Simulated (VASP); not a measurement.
# Bi (R-3m) in VASP: a series of runs

Bi is run at these levels: r2SCAN+D3(BJ); tasks: single point.

All numbers are computed with VASP 6.6.1; they aren't measurements. Logs are shortened: lines on timing, memory, paths and dates and some standing lists are left out, and cuts for length are marked.

## 1. The cell of the first run

Symmetry: R-3m, No. 166, trigonal system. Conventional cell: a = 4.535 Å, b = 4.535 Å, c = 11.814 Å, α = 90.00°, β = 90.00°, γ = 120.00°. Within 4.0 Å of Bi (site symmetry 3m) lie 6 Bi at 3.06 to 3.52 Å.

## 2. Single point, r2SCAN+D3(BJ)

File POSCAR:

```
Bi
1.0
    2.2675000000      1.3091417354      3.9380000000
   -2.2675000000      1.3091417354      3.9380000000
    0.0000000000     -2.6182834708      3.9380000000
Bi
2
Direct
    0.2340000000      0.2340000000      0.2340000000
    0.7660000000      0.7660000000      0.7660000000
```

File INCAR.step1:

```
SYSTEM = Bi
ALGO = Normal
EDIFF = 1E-4
ENCUT = 520
GGA = PE
ISMEAR = 0
LASPH = .True.
LCHARG = .False.
LREAL = .False.
LWAVE = .True.
NBANDS = 22
NELM = 80
PREC = Accurate
SIGMA = 0.1
```

File INCAR.step2:

```
SYSTEM = Bi
ALGO = Normal
EDIFF = 1E-7
ENCUT = 520
ISIF = 2
ISMEAR = 0
ISTART = 1
IVDW = 12
LASPH = .True.
LCHARG = .True.
LELF = .True.
LMIXTAU = .True.
LREAL = .False.
LVHAR = .True.
LWAVE = .False.
METAGGA = R2SCAN
NBANDS = 22
NELM = 80
PREC = Accurate
SIGMA = 0.1
VDW_A1 = 0.49484001
VDW_A2 = 5.73083694
VDW_S6 = 1.0
VDW_S8 = 0.78981345
```

File KPOINTS:

```
k-points
0
Gamma
  6 6 6
  0 0 0
```

Potentials or basis: VASP PAW PBE potentials, release 64 (Bi_d).

Command:

```
$ cat potpaw_PBE.64/Bi_d/POTCAR > POTCAR
$ cp INCAR.step1 INCAR
$ mpirun -np 1 vasp_std > vasp.out
$ cp INCAR.step2 INCAR
$ mpirun -np 1 vasp_std > vasp.out
```

OUTCAR:

```text
SYSTEM = Bi
   EDIFF = 1E-7
   ENCUT = 520
   ISIF = 2
   ISMEAR = 0
   ISTART = 1
   IVDW = 12
   LASPH = .True.
   LREAL = .False.
   METAGGA = R2SCAN
   NELM = 80
   PREC = Accurate
 IVDW          = 12

 ion  position               nearest neighbor table
   1  0.234  0.234  0.234-   2 3.06   2 3.06   2 3.06   2 3.52   2 3.52   2 3.52
   2  0.766  0.766  0.766-   1 3.06   1 3.06   1 3.06   1 3.52   1 3.52   1 3.52

  LATTYP: Found a trigonal (rhomboedric) cell.
 ALAT       =     4.7289800521
 COS(alpha) =     0.5401781303

  Lattice vectors:

 A1 = (   2.2675000000,   1.3091417354,   3.9380000000)
 A2 = (  -2.2675000000,   1.3091417354,   3.9380000000)
 A3 = (   0.0000000000,  -2.6182834708,   3.9380000000)

Analysis of symmetry for initial positions (statically):
=====================================================================
 Subroutine PRICEL returns:
 Original cell was already a primitive cell.

 Routine SETGRP: Setting up the symmetry group for a
 trigonal (rhombohedral) supercell.

 Subroutine GETGRP returns: Found 12 space group operations
 (whereof 12 operations were pure point group operations)
 out of a pool of 12 trial point group operations.

The static configuration has the point symmetry D_3d.

Analysis of symmetry for dynamics (positions and initial velocities):
=====================================================================
 Subroutine PRICEL returns:
 Original cell was already a primitive cell.

 Routine SETGRP: Setting up the symmetry group for a
 trigonal (rhombohedral) supercell.

 Subroutine GETGRP returns: Found 12 space group operations
 (whereof 12 operations were pure point group operations)
 out of a pool of 12 trial point group operations.

The dynamic configuration has the point symmetry D_3d.

 Subroutine INISYM returns: Found 12 space group operations
 (whereof 12 operations are pure point group operations),
 and found     1 'primitive' translations

----------------------------------------------------------------------------------------

                                     Primitive cell

  volume of cell :      70.1392

  direct lattice vectors                    reciprocal lattice vectors
     2.267500000  1.309141735  3.938000000     0.220507166  0.127309872  0.084645336
    -2.267500000  1.309141735  3.938000000    -0.220507166  0.127309872  0.084645336
     0.000000000 -2.618283471  3.938000000     0.000000000 -0.254619744  0.084645336

  length of vectors
     4.728980052  4.728980052  4.728980052     0.268320791  0.268320791  0.268320791

[... 79 lines left out ...]
   NELM   =     80;   NELMIN=  2; NELMDL=  0     # of ELM steps
   EDIFF  = 0.1E-06   stopping-criterion for ELM
   LREAL  =      F    real-space projection
   EDIFFG = 0.1E-05   stopping-criterion for IOM
   NSW    =      0    number of steps for IOM
   IBRION =     -1    ionic relax: 0-MD 1-quasi-New 2-CG
   NFREE  =      0    steps in history (QN), initial steepest desc. (CG)
   ISIF   =      2    stress and relaxation
   ISYM   =      2    0-nonsym 1-usesym 2-fastsym
   POTIM  = 0.5000    time-step for ionic-motion
   TEBEG  =    0.0;   TEEND  =   0.0 temperature during run
   PSTRESS=    0.0 pullay stress
   NELECT =      30.0000    total number of electrons
   NUPDOWN=      -1.0000    fix difference up-down
   EMIN   =  10.00;   EMAX   =-10.00  energy-range for DOS
   EFERMI =   0.00;   METHOD = LEGACY
   ISMEAR =     0;   SIGMA  =   0.10  broadening in eV -4-tet -1-fermi 0-gaus
   EFERMI_NEDOS =   21; number of points for ismear=-14 and -15
   IALGO  =     38    algorithm
   IMIX   =      4    mixing-type and parameters
     AMIX     =   0.40;   BMIX     =  1.00
     AMIX_MAG =   1.60;   BMIX_MAG =  1.00
  volume/ion in A,a.u.               =      35.07       236.66
  Fermi-wavevector in a.u.,A,eV,Ry     =   1.233469  2.330919 20.700530  1.521446
  Thomas-Fermi vector in A             =   2.368198
   LORBIT       =      0    0 simple, 1 ext, 2 COOP (PROOUT), +10 PAW based schemes
   METAGGA = R2SCAN    functional components
   LHFCALC =     F    Hartree Fock is set to
   AEXX    =    0.0000 exact exchange contribution
   IVDW    =    12    specifies the selected vdW correction
   LEPSILON=     F    determine dielectric tensor
   LRPA    =     F    only Hartree local field effects (RPA)
 non-spin polarized calculation
 Gauss-broadening in eV      SIGMA  =   0.10
  energy-cutoff  :      520.00
  volume of cell :       70.14
 maximum number of plane-waves:      1934
   NGX = 17   NGY = 17   NGZ = 17

 number of electron      30.0000004 magnetization

 Free energy of the ion-electron system (eV)
  ---------------------------------------------------
  ext. energy  EPLUGINS =         0.00000000
  ---------------------------------------------------
  free energy    TOTEN  =      -117.01106966 eV

  energy without entropy =     -117.00838579  energy(sigma->0) =     -117.00972773

 E-fermi :   6.2046     XC(G=0): -10.2190

 val. band max:        6.1626630760   @ k =   0.3333   0.1667   0.1667
 cond. band min:       6.8755309414   @ k =   0.3333   0.1667   0.1667
 fundamental gap:      0.7128678654
 Fermi energy:         6.2045817808

 k-point     1 :       0.0000    0.0000    0.0000
  band No.  band energies     occupation
      1     -17.3635      2.00000
      2     -17.3635      2.00000
      3     -17.1960      2.00000
      4     -17.1960      2.00000
      5     -17.1744      2.00000
      6     -16.9877      2.00000
[... 589 lines left out ...]
     21      16.9004      0.00000
     22      17.3133      0.00000

 [... further k-points ...]

------------------------ aborting loop because EDIFF is reached ----------------------------------------

 Edisp (eV)   -0.42486

 E8    (eV) :    -0.1687

  FORCE on cell =-STRESS in cart. coord.  units (eV):
  Direction    XX          YY          ZZ          XY          YZ          ZX
  --------------------------------------------------------------------------------------
  -------------------------------------------------------------------------------------
  Total       0.02803     0.02803     0.26271     0.00000     0.00000     0.00000
  in kB       0.64032     0.64032     6.00109     0.00000     0.00000     0.00000
  external pressure =        2.43 kB  Pullay stress =        0.00 kB

 VOLUME and BASIS-vectors are now :
 -----------------------------------------------------------------------------
  energy-cutoff  :      520.00
  volume of cell :       70.14
      direct lattice vectors                 reciprocal lattice vectors
     2.267500000  1.309141735  3.938000000     0.220507166  0.127309872  0.084645336
    -2.267500000  1.309141735  3.938000000    -0.220507166  0.127309872  0.084645336
     0.000000000 -2.618283471  3.938000000     0.000000000 -0.254619744  0.084645336

 POSITION                                       TOTAL-FORCE (eV/Angst)
 -----------------------------------------------------------------------------------
      0.00000      0.00000      2.76448         0.000000     -0.000000     -0.050278
      0.00000      0.00000      9.04952         0.000000      0.000000      0.050278
 -----------------------------------------------------------------------------------
    total drift:                               -0.000000      0.000000     -0.000000

  FREE ENERGIE OF THE ION-ELECTRON SYSTEM (eV)
  ---------------------------------------------------
  free  energy   TOTEN  =      -117.4359319225 eV

  energy  without entropy=     -117.4332480473  energy(sigma->0) =     -117.43458998
```

OSZICAR.step1:

```text
N       E                     dE             d eps       ncg     rms          rms(c)
DAV:   1     0.305726989181E+03    0.30573E+03   -0.16268E+04  1408   0.164E+03
DAV:   2     0.182964315928E+02   -0.28743E+03   -0.27967E+03  1432   0.431E+02
DAV:   3    -0.688720142097E+01   -0.25184E+02   -0.24905E+02  1696   0.143E+02
DAV:   4    -0.774282292802E+01   -0.85562E+00   -0.85524E+00  1730   0.289E+01
DAV:   5    -0.777900605658E+01   -0.36183E-01   -0.36183E-01  2028   0.537E+00    0.105E+00
DAV:   6    -0.777572195569E+01    0.32841E-02   -0.16534E-02  1818   0.136E+00    0.634E-01
DAV:   7    -0.777535417736E+01    0.36778E-03   -0.11846E-02  1720   0.120E+00    0.111E-01
DAV:   8    -0.777558198992E+01   -0.22781E-03   -0.16181E-03  1636   0.419E-01    0.242E-02
DAV:   9    -0.777560355796E+01   -0.21568E-04   -0.51474E-05  1040   0.632E-02
   1 F= -.77756036E+01 E0= -.77743630E+01  d E =-.248109E-02
```

Wall time 98 s (1 thread of Intel Xeon 6975P-C (Granite Rapids), shared host); peak memory 0.22 GiB.

What came out:

| Property | Result |
| --- | --- |
| Free energy | -117.4359 eV |
| Pressure | 0.2 GPa |
| Largest force | 0.050 eV/Å |
| Band gap on the k mesh | zero (bands 15 and 16 overlap by 0.01 eV) |
| Dispersion energy per atom | -0.212 eV |

Forces in eV/Å, atoms in the order of the input:
```
Bi   0.000  0.000 -0.050
Bi   0.000  0.000  0.050
```

Stress tensor (GPa, compression positive):
```
0.06 0.00 0.00
0.00 0.06 0.00
0.00 0.00 0.60
```

Caveat: the PAW data sets were made with another functional, which shifts forces and pressure a little; spin-orbit coupling is left out, which moves the levels of the heavy elements.

## 3. Single point, r2SCAN+D3(BJ)

This run uses another cell than the first one, of 35.52 Å³/atom.

File POSCAR:

```
Bi
1.0
    2.2587368485      1.3040823275      4.0197193975
   -2.2587368485      1.3040823275      4.0197193975
    0.0000000000     -2.6081646550      4.0197193975
Bi
2
Direct
    0.2334099489      0.2334099489      0.2334099489
    0.7665900511      0.7665900511      0.7665900511
```

File INCAR.step1:

```
PREC = Accurate
ENCUT = 520
ISMEAR = 0
SIGMA = 0.1
LREAL = False
LASPH = True
NELM = 60
NBANDS = 22
GGA = PE
ALGO = Normal
EDIFF = 1E-4
LWAVE = True
LCHARG = False
```

File INCAR.step2:

```
PREC = Accurate
ENCUT = 520
EDIFF = 1E-7
ISMEAR = 0
SIGMA = 0.1
LREAL = False
LASPH = True
NELM = 60
ALGO = Normal
ISIF = 2
LWAVE = False
LCHARG = True
METAGGA = R2SCAN
LMIXTAU = True
IVDW = 12
VDW_S6 = 1.0
VDW_S8 = 0.78981345
VDW_A1 = 0.49484001
VDW_A2 = 5.73083694
LELF = True
LVHAR = True
NBANDS = 22
ISTART = 1
```

File KPOINTS:

```
regular mesh
0
Gamma
  12 12 12
```

Potentials or basis: VASP PAW PBE potentials, release 64 (Bi_d).

Command:

```
$ cat potpaw_PBE.64/Bi_d/POTCAR > POTCAR
$ cp INCAR.step1 INCAR
$ mpirun -np 1 vasp_std > vasp.out
$ cp INCAR.step2 INCAR
$ mpirun -np 1 vasp_std > vasp.out
```

Wall time 7.4 min (1 thread of Intel Xeon 6975P-C (Granite Rapids), shared host); peak memory 0.39 GiB.

The run converged. Its results:

```yaml
Free_energy: -117.4162 eV
Pressure: 0.0 GPa
Largest_force: 0.008 eV/Å
Band_gap_on_the_k_mesh: zero (bands 15 and 16 overlap by 0.10 eV)
Dispersion_energy_per_atom: -0.210 eV
```

Forces on the atoms (eV/Å):
```
Bi   0.000  0.000  0.008
Bi   0.000  0.000 -0.008
```

Levels at points of the mesh, in eV from the Fermi level:
| k point | band 12 | band 13 | band 14 | band 15 | band 16 | band 17 | band 18 | band 19 |
| --- | --- | --- | --- | --- | --- | --- | --- | --- |
| (0.00, 0.00, 0.00) | -7.68 | -1.74 | -1.30 | -1.30 | 2.53 | 3.03 | 3.03 | 6.07 |
| (0.50, 0.00, 0.00) | -10.91 | -1.62 | -1.38 | -0.30 | -0.12 | 0.58 | 1.17 | 7.83 |
| (0.50, 0.50, 0.00) | -9.82 | -4.86 | -3.23 | -3.02 | 2.59 | 5.06 | 5.75 | 6.96 |
| (0.50, 0.50, 0.50) | -10.25 | -0.75 | -0.68 | -0.68 | 0.82 | 0.82 | 0.93 | 7.36 |

Caveat: the PAW data sets were made with another functional, which shifts forces and pressure a little; spin-orbit coupling is left out, which moves the levels of the heavy elements.

## 4. Single point, r2SCAN+D3(BJ)

This run uses another cell than the first one, of 35.51 Å³/atom.

File POSCAR:

```
Bi
1.0
    2.2578266384      1.3035568175      4.0221219801
   -2.2578266384      1.3035568175      4.0221219801
    0.0000000000     -2.6071136350      4.0221219801
Bi
2
Direct
    0.2335165111      0.2335165111      0.2335165111
    0.7664834889      0.7664834889      0.7664834889
```

File INCAR.step1:

```
SYSTEM = Bi
PREC = Accurate
ENCUT = 520
ISMEAR = -1
SIGMA = 0.15
LREAL = .False.
LASPH = .True.
NELM = 60
NBANDS = 22
GGA = PE
ALGO = Normal
EDIFF = 1E-4
LWAVE = .True.
LCHARG = .False.
```

File INCAR.step2:

```
SYSTEM = Bi
PREC = Accurate
ENCUT = 520
EDIFF = 1E-7
ISMEAR = -1
SIGMA = 0.15
LREAL = .False.
LASPH = .True.
NELM = 60
ALGO = Normal
ISIF = 2
LWAVE = .False.
LCHARG = .False.
METAGGA = R2SCAN
LMIXTAU = .True.
IVDW = 12
VDW_S6 = 1.0
VDW_S8 = 0.78981345
VDW_A1 = 0.49484001
VDW_A2 = 5.73083694
NBANDS = 22
ISTART = 1
```

File KPOINTS:

```
Automatic mesh
0
Gamma
  12 12 12
  0 0 0
```

Potentials or basis: VASP PAW PBE potentials, release 64 (Bi_d).

Command:

```
$ cat potpaw_PBE.64/Bi_d/POTCAR > POTCAR
$ cp INCAR.step1 INCAR
$ mpirun -np 1 vasp_std > vasp.out
$ cp INCAR.step2 INCAR
$ mpirun -np 1 vasp_std > vasp.out
```

OUTCAR:

```text
SYSTEM = Bi
   PREC = Accurate
   ENCUT = 520
   EDIFF = 1E-7
   ISMEAR = -1
   LREAL = .False.
   LASPH = .True.
   NELM = 60
   ISIF = 2
   METAGGA = R2SCAN
   IVDW = 12
   ISTART = 1
 IVDW          = 12

 ion  position               nearest neighbor table
   1  0.234  0.234  0.234-   2 3.07   2 3.07   2 3.07   2 3.55   2 3.55   2 3.55
   2  0.766  0.766  0.766-   1 3.07   1 3.07   1 3.07   1 3.55   1 3.55   1 3.55

  LATTYP: Found a trigonal (rhomboedric) cell.
 ALAT       =     4.7931729291
[... 791 lines left out ...]

 Edisp (eV)   -0.41952

 E8    (eV) :    -0.1666

  FORCE on cell =-STRESS in cart. coord.  units (eV):
  Direction    XX          YY          ZZ          XY          YZ          ZX
  --------------------------------------------------------------------------------------
  -------------------------------------------------------------------------------------
  Total      -0.01890    -0.01890    -0.01502     0.00000     0.00000     0.00000
  in kB      -0.42632    -0.42632    -0.33879     0.00000     0.00000     0.00000
  external pressure =       -0.40 kB  Pullay stress =        0.00 kB

 VOLUME and BASIS-vectors are now :
 -----------------------------------------------------------------------------
  energy-cutoff  :      520.00
  volume of cell :       71.03
      direct lattice vectors                 reciprocal lattice vectors
     2.257826638  1.303556818  4.022121980     0.221451900  0.127855314  0.082874994
    -2.257826638  1.303556818  4.022121980    -0.221451900  0.127855314  0.082874994
     0.000000000 -2.607113635  4.022121980     0.000000000 -0.255710629  0.082874994

 POSITION                                       TOTAL-FORCE (eV/Angst)
 -----------------------------------------------------------------------------------
      0.00000      0.00000      2.81770         0.000000      0.000000      0.008081
      0.00000      0.00000      9.24867         0.000000     -0.000000     -0.008081
 -----------------------------------------------------------------------------------
    total drift:                               -0.000000     -0.000000      0.000000

  FREE ENERGIE OF THE ION-ELECTRON SYSTEM (eV)
  ---------------------------------------------------
  free  energy   TOTEN  =      -117.4252868043 eV

  energy  without entropy=     -117.3979451599  energy(sigma->0) =     -117.41161598
```

OUTCAR.step1:

```text
SYSTEM = Bi
   PREC = Accurate
   ENCUT = 520
   ISMEAR = -1
   LREAL = .False.
   LASPH = .True.
[... 821 lines left out ...]
      0.00000      0.00000      2.81770         0.000000      0.000000      0.213403
      0.00000      0.00000      9.24867         0.000000      0.000000     -0.213403
 -----------------------------------------------------------------------------------
    total drift:                               -0.000000     -0.000000      0.000000

  FREE ENERGIE OF THE ION-ELECTRON SYSTEM (eV)
  ---------------------------------------------------
  free  energy   TOTEN  =        -7.7708438047 eV

  energy  without entropy=       -7.7350273861  energy(sigma->0) =       -7.75293560
```

OSZICAR.step1:

```text
N       E                     dE             d eps       ncg     rms          rms(c)
DAV:   1     0.307855324074E+03    0.30786E+03   -0.16228E+04  8316   0.164E+03
DAV:   2     0.185577411384E+02   -0.28930E+03   -0.28205E+03  8496   0.436E+02
DAV:   3    -0.686346244702E+01   -0.25421E+02   -0.25130E+02 10092   0.143E+02
DAV:   4    -0.773510461352E+01   -0.87164E+00   -0.87109E+00 10238   0.291E+01
DAV:   5    -0.777354240352E+01   -0.38438E-01   -0.38437E-01 12148   0.547E+00    0.107E+00
DAV:   6    -0.777080211942E+01    0.27403E-02   -0.16158E-02 10894   0.134E+00    0.644E-01
DAV:   7    -0.777060214765E+01    0.19997E-03   -0.11634E-02 10346   0.120E+00    0.109E-01
DAV:   8    -0.777082155253E+01   -0.21940E-03   -0.15035E-03  9792   0.418E-01    0.237E-02
DAV:   9    -0.777084380473E+01   -0.22252E-04   -0.47147E-05  6300   0.598E-02
   1 F= -.77708438E+01 E0= -.77529356E+01  d E =-.358164E-01
```

It took 7.8 min on 1 thread of Intel Xeon 6975P-C (Granite Rapids), shared host; peak memory 0.39 GiB.

What came out:

| Quantity | Value |
| --- | --- |
| Free energy | -117.4253 eV |
| Pressure | 0.0 GPa |
| Largest force | 0.008 eV/Å |
| Band gap on the k mesh | zero (bands 15 and 16 overlap by 0.10 eV) |
| Dispersion energy per atom | -0.210 eV |

Forces in eV/Å, atoms in the order of the input:
```
Bi   0.000  0.000  0.008
Bi   0.000  0.000 -0.008
```

Caveat: the PAW data sets were made with another functional, which shifts forces and pressure a little; spin-orbit coupling is left out, which moves the levels of the heavy elements.

## 5. The runs side by side

| cell | k mesh | smearing | gap on the mesh (eV) | pressure (GPa) | largest force (eV/Å) |
| --- | --- | --- | --- | --- | --- |
| a = 4.729 Å, angles 57.3°, 2 atoms, atomic positions A | 6 × 6 × 6 | gaussian 0.1 eV | none | 0.2 | 0.05 |
| a = 4.792 Å, angles 56.2°, 2 atoms, atomic positions B | 12 × 12 × 12 | gaussian 0.1 eV | none | 0.0 | 0.01 |
| a = 4.793 Å, angles 56.2°, 2 atoms, atomic positions A | 12 × 12 × 12 | fermi-dirac 0.15 eV | none | 0.0 | 0.01 |

Alike in all rows: task single point; level r2SCAN+D3(BJ); potentials or basis VASP PAW PBE potentials, release 64 (Bi_d); no spin polarisation; cutoff (eV) 520.

Caveats: the PAW data sets were made with another functional, which shifts forces and pressure a little; spin-orbit coupling is left out, which moves the levels of the heavy elements.

Absolute energies hang on the potentials; compare differences alone.
